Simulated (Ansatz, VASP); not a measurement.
Li2Se in VASP and in Ansatz

```
Se Li
1.0
     0.00000    2.99352    2.99352
     2.99352    0.00000    2.99352
     2.99352    2.99352    0.00000
Se Li
1 2
Cartesian
  0.0000 0.0000 0.0000
  1.4968 1.4968 1.4968
  4.4903 4.4903 4.4903
```

Alike in both runs: task single point; functional HSE06; k mesh 4 × 4 × 4; no spin polarisation.

|  | VASP | Ansatz |
| --- | --- | --- |
| version | VASP 6.6.1 | Ansatz 0.2.0 |
| potentials or method | VASP PAW PBE potentials, release 64 (Se, Li_sv) | plane waves, PAW |
| plane-wave cutoff (eV) | 650 | 420 |
| occupations | gaussian, width 0.01 eV | fixed |
| valence electrons in the cell | 12 | 22 |

VASP gave:

* gap on the k mesh at the Fermi level (eV): 3.83
* pressure (GPa): -0.5

**Question.** Which values does Ansatz return?

**Answer.** gap on the k mesh at the Fermi level (eV): 3.82; pressure (GPa): -0.3.

VASP's potentials hold 12 valence electrons a cell and Ansatz's 22, so a difference there can come from the potentials and not from the codes. Ansatz's warnings: stress exchange threshold loose, stress scf threshold loose.

The k mesh is coarse, so the values compare programs but aren't converged.
